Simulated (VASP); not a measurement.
# TiO2 in VASP: further runs, part 2 of 2

VASP 6.6.1.

### Step 3. Single point, r2SCAN

This run uses another cell than the first one, of 11.40 Å³/atom.

The input, POSCAR:

```
TiO2
1.0
    2.6711591378     -2.6712448018     -0.0201434475
    2.6711591378      2.6712448018     -0.0201434475
   -2.6352962310      0.0000000000      4.8120239389
Ti O
2 4
Direct
    0.8750127370      0.1249872630      0.7500000000
    0.1249872630      0.8750127370      0.2500000000
    0.0822509665      0.3322792189      0.1645436836
    0.9177490335      0.6677207811      0.8354563164
    0.6677207811      0.9177490335      0.3354563164
    0.3322792189      0.0822509665      0.6645436836
```

The input, INCAR.step1:

```
SYSTEM = TiO2
ALGO     = Normal         ! electronic algorithm
EDIFF    = 1E-4           ! SCF threshold, eV
ENCUT    = 520            ! plane-wave cutoff, eV
GGA      = PE             ! functional
ISMEAR   = -1             ! smearing method
LASPH    = .True.         ! aspherical terms in the spheres
LCHARG   = .False.        ! write CHGCAR
LREAL    = .False.        ! projectors in reciprocal space
LWAVE    = .True.         ! write WAVECAR
NBANDS   = 33             ! bands
NELM     = 60             ! most SCF steps
PREC     = Accurate       ! precision mode
SIGMA    = 0.05           ! smearing width, eV
```

The input, INCAR.step2:

```
SYSTEM = TiO2
ALGO     = Normal         ! electronic algorithm
EDIFF    = 1E-6           ! SCF threshold, eV
ENCUT    = 520            ! plane-wave cutoff, eV
ISIF     = 2              ! what is computed and relaxed
ISMEAR   = -1             ! smearing method
ISTART   = 1            
LASPH    = .True.         ! aspherical terms in the spheres
LCHARG   = .False.        ! write CHGCAR
LMIXTAU  = .True.       
LREAL    = .False.        ! projectors in reciprocal space
LWAVE    = .False.        ! write WAVECAR
METAGGA  = R2SCAN         ! meta-GGA
NBANDS   = 33             ! bands
NELM     = 60             ! most SCF steps
PREC     = Accurate       ! precision mode
SIGMA    = 0.05           ! smearing width, eV
```

The input, KPOINTS:

```
k-points
0
Gamma
  8 8 6
  0 0 0
```

Potentials or basis: VASP PAW PBE potentials, release 64 (Ti_sv, O).

On the command line:

```bash
$ cat potpaw_PBE.64/Ti_sv/POTCAR potpaw_PBE.64/O/POTCAR > POTCAR
$ cp INCAR.step1 INCAR
$ mpirun -np 1 vasp_std > vasp.out
$ cp INCAR.step2 INCAR
$ mpirun -np 1 vasp_std > vasp.out
```

Wall time 24 min (1 thread of Intel Xeon 8259CL, shared host); peak memory 0.33 GiB.

The run converged. Its results:

```
Free energy            : -69.8581 eV
Pressure               : 1.2 GPa
Largest force          : 0.026 eV/Å
Band gap on the k mesh : 2.59 eV (least direct gap 2.90 eV)
```

Forces on the atoms (eV/Å):
```
Ti   0.000  0.001  0.000
Ti   0.000 -0.001  0.000
O    0.000 -0.001  0.026
O    0.000  0.001 -0.026
O    0.000 -0.001 -0.026
O    0.000  0.001  0.026
```

Stress tensor (GPa, compression positive):
```
1.31 0.00 0.00
0.00 1.30 0.00
0.00 0.00 1.10
```

Levels at points of the mesh, in eV from the valence-band top:
```csv
k point,band 22,band 23,band 24,band 25,band 26,band 27
"(0.00, 0.00, 0.00)",-0.76,-0.44,-0.44,2.59,3.31,4.50
"(0.50, 0.00, 0.00)",-0.93,-0.84,-0.65,3.72,3.99,4.04
"(0.50, 0.50, 0.00)",-2.05,-0.01,-0.01,3.77,3.77,4.24
"(0.00, 0.00, 0.50)",-1.26,-0.09,-0.09,2.94,2.94,4.26
"(0.50, 0.00, 0.50)",-0.93,-0.84,-0.65,3.72,3.99,4.04
"(0.50, 0.50, 0.50)",-2.05,-0.01,-0.01,3.77,3.77,4.24
```

Caveat: the PAW data sets were made with another functional, which shifts forces and pressure a little.

### Step 4. Single point, PBE+U

This run uses another cell than the first one, of 11.71 Å³/atom.

The input, INCAR:

```
PREC = Accurate
ENCUT = 520
EDIFF = 1E-6
ISMEAR = -1
SIGMA = 0.05
LREAL = F
LASPH = T
NELM = 150
ALGO = Normal
ISIF = 2
LWAVE = F
LCHARG = F
LMAXMIX = 4
LDAU = T
LDAUTYPE = 2
LDAUL = 2 -1
LDAUU = 1 0
LDAUJ = 0 0
LDAUPRINT = 1
GGA = PE
NBANDS = 33
```

The input, KPOINTS:

```
regular mesh
0
Gamma
  8 8 6
```

The input, POSCAR:

```
TiO2
1.0
    2.7060340000     -2.7066550000      0.0000000000
    2.7060340000      2.7066550000      0.0000000000
   -2.6335310000      0.0000000000      4.7966370000
Ti O
2 4
Direct
    0.8658900000      0.1341100000      0.7500000000
    0.1341100000      0.8658900000      0.2500000000
    0.0887550000      0.3312210000      0.1671490000
    0.9112450000      0.6687790000      0.8328510000
    0.6687790000      0.9112450000      0.3328510000
    0.3312210000      0.0887550000      0.6671490000
```

On the command line:

```bash
$ cat potpaw_PBE.64/Ti_sv/POTCAR potpaw_PBE.64/O/POTCAR > POTCAR
$ mpirun -np 1 vasp_std > vasp.out
```

It took 1.8 min on 1 thread of Intel Xeon 6975P-C (Granite Rapids), shared host; peak memory 0.32 GiB.

Results (log left out):

```yaml
Free_energy: -52.4695 eV
Pressure: 0.7 GPa
Largest_force: 0.110 eV/Å
Band_gap_on_the_k_mesh: 2.18 eV (least direct gap 2.53 eV)
```

Forces on the atoms (eV/Å):
```
Ti   0.000 -0.110  0.000
Ti   0.000  0.110  0.000
O   -0.020  0.006 -0.079
O    0.020 -0.006  0.079
O    0.020  0.006  0.079
O   -0.020 -0.006 -0.079
```

Stress tensor (GPa, compression positive):
```
 0.62  0.00 -0.11
 0.00  0.57  0.00
-0.11  0.00  0.81
```

Levels at points of the mesh, in eV from the valence-band top:
```
           k point  band 20  band 21  band 22  band 23  band 24  band 25  band 26  band 27  band 28  band 29
(0.00, 0.00, 0.00)    -0.79    -0.76    -0.73    -0.44    -0.44     2.18     2.90     3.89     3.90     3.96
(0.50, 0.00, 0.00)    -1.95    -1.83    -0.90    -0.89    -0.63     3.31     3.45     3.47     3.73     4.19
(0.50, 0.50, 0.00)    -2.41    -2.15    -1.85    -0.01     0.00     3.33     3.36     3.62     3.95     4.78
(0.00, 0.00, 0.50)    -1.34    -1.25    -1.25    -0.13    -0.13     2.52     2.52     3.75     3.75     4.14
(0.50, 0.00, 0.50)    -1.86    -1.86    -0.88    -0.88    -0.63     3.17     3.56     3.57     3.59     4.27
(0.50, 0.50, 0.50)    -2.55    -2.00    -2.00    -0.02    -0.02     3.35     3.35     3.79     3.79     4.80
```

Eigenvalues of the final occupation matrices:
| site | spin | trace | eigenvalues |
| --- | --- | --- | --- |
| site 1 d | 1 | 0.85 | 0.11 0.11 0.12 0.25 0.25 |
| site 1 d | 2 | 0.85 | 0.11 0.11 0.12 0.25 0.25 |
| site 2 d | 1 | 0.85 | 0.11 0.11 0.12 0.25 0.25 |
| site 2 d | 2 | 0.85 | 0.11 0.11 0.12 0.25 0.25 |

A k mesh can miss the band edges.

### Step 5. Single point, PBE+U

This run uses another cell than the first one, of 11.71 Å³/atom.

The input, INCAR:

```
  PREC = Accurate
  ENCUT = 520
  EDIFF = 1E-6
  ISMEAR = -1
  SIGMA = 0.05
  LREAL = F
  LASPH = T
  NELM = 150
  ALGO = Normal
  ISIF = 2
  LWAVE = F
  LCHARG = T
  LMAXMIX = 4
  LDAU = T
  LDAUTYPE = 2
  LDAUL = 2 -1
  LDAUU = 2 0
  LDAUJ = 0 0
  LDAUPRINT = 1
  GGA = PE
  LELF = T
  LVHAR = T
  NBANDS = 33
```

KPOINTS is that of step 4.

POSCAR is that of step 4.

On the command line:

```bash
$ cat potpaw_PBE.64/Ti_sv/POTCAR potpaw_PBE.64/O/POTCAR > POTCAR
$ mpirun -np 1 vasp_std > vasp.out
```

It took 1.9 min on 1 thread of Intel Xeon 6975P-C (Granite Rapids), shared host; peak memory 0.32 GiB.

The run converged. Its results:

| Quantity | Value |
| --- | --- |
| Free energy | -51.1108 eV |
| Pressure | 2.3 GPa |
| Largest force | 0.158 eV/Å |
| Band gap on the k mesh | 2.31 eV (least direct gap 2.67 eV) |

Forces in eV/Å, atoms in the order of the input:
```
Ti   0.000 -0.158  0.000
Ti   0.000  0.158  0.000
O   -0.042 -0.014 -0.055
O    0.042  0.014  0.055
O    0.042 -0.014  0.055
O   -0.042  0.014 -0.055
```

Stress tensor (GPa, compression positive):
```
2.44 0.00 0.02
0.00 2.38 0.00
0.02 0.00 2.23
```

Levels at points of the mesh, in eV from the valence-band top:
| k point | band 20 | band 21 | band 22 | band 23 | band 24 | band 25 | band 26 | band 27 | band 28 | band 29 |
| --- | --- | --- | --- | --- | --- | --- | --- | --- | --- | --- |
| (0.00, 0.00, 0.00) | -0.79 | -0.76 | -0.74 | -0.44 | -0.44 | 2.31 | 3.04 | 4.00 | 4.01 | 4.08 |
| (0.50, 0.00, 0.00) | -1.96 | -1.81 | -0.90 | -0.90 | -0.64 | 3.44 | 3.57 | 3.58 | 3.85 | 4.31 |
| (0.50, 0.50, 0.00) | -2.40 | -2.15 | -1.86 | -0.02 | 0.00 | 3.47 | 3.49 | 3.74 | 4.07 | 4.90 |
| (0.00, 0.00, 0.50) | -1.36 | -1.26 | -1.26 | -0.14 | -0.14 | 2.66 | 2.66 | 3.89 | 3.89 | 4.23 |
| (0.50, 0.00, 0.50) | -1.87 | -1.84 | -0.90 | -0.89 | -0.65 | 3.31 | 3.68 | 3.70 | 3.70 | 4.38 |
| (0.50, 0.50, 0.50) | -2.54 | -2.00 | -2.00 | -0.02 | -0.02 | 3.48 | 3.48 | 3.91 | 3.91 | 4.92 |

Eigenvalues of the final occupation matrices:
```
    site  spin  trace               eigenvalues
site 1 d     1   0.84  0.11 0.11 0.12 0.25 0.25
site 1 d     2   0.84  0.11 0.11 0.12 0.25 0.25
site 2 d     1   0.84  0.11 0.11 0.12 0.25 0.25
site 2 d     2   0.84  0.11 0.11 0.12 0.25 0.25
```

A k mesh can miss the band edges.

### Step 6. Summary

| level | U | cell | gap on the mesh (eV) | pressure (GPa) | largest force (eV/Å) |
| --- | --- | --- | --- | --- | --- |
| BLYP | - | a = 3.819, b = 3.819, c = 5.612 Å, angles 109.9, 109.9, 90.0°, 6 atoms, atomic positions A | 2.10 | 0.9 | 0.02 |
| r2SCAN | - | a = 3.778, b = 3.778, c = 5.486 Å, angles 110.1, 110.1, 90.0°, 6 atoms, atomic positions B | 2.59 | 1.2 | 0.03 |
| PBE+U | Ti d U = 1.0 eV | a = 3.827, b = 3.827, c = 5.472 Å, angles 109.9, 109.9, 90.0°, 6 atoms, atomic positions C | 2.18 | 0.7 | 0.11 |
| PBE+U | Ti d U = 2.0 eV | a = 3.827, b = 3.827, c = 5.472 Å, angles 109.9, 109.9, 90.0°, 6 atoms, atomic positions C | 2.31 | 2.3 | 0.16 |

Alike in all rows: task single point; potentials or basis VASP PAW PBE potentials, release 64 (Ti_sv, O); no spin polarisation; k mesh 8 × 8 × 6; cutoff (eV) 520; smearing fermi-dirac 0.05 eV.

Caveats: the PAW data sets were made with another functional, which shifts forces and pressure a little (at least some runs).

Total energies depend on the potentials used, so only differences within one code and one set of settings carry meaning.
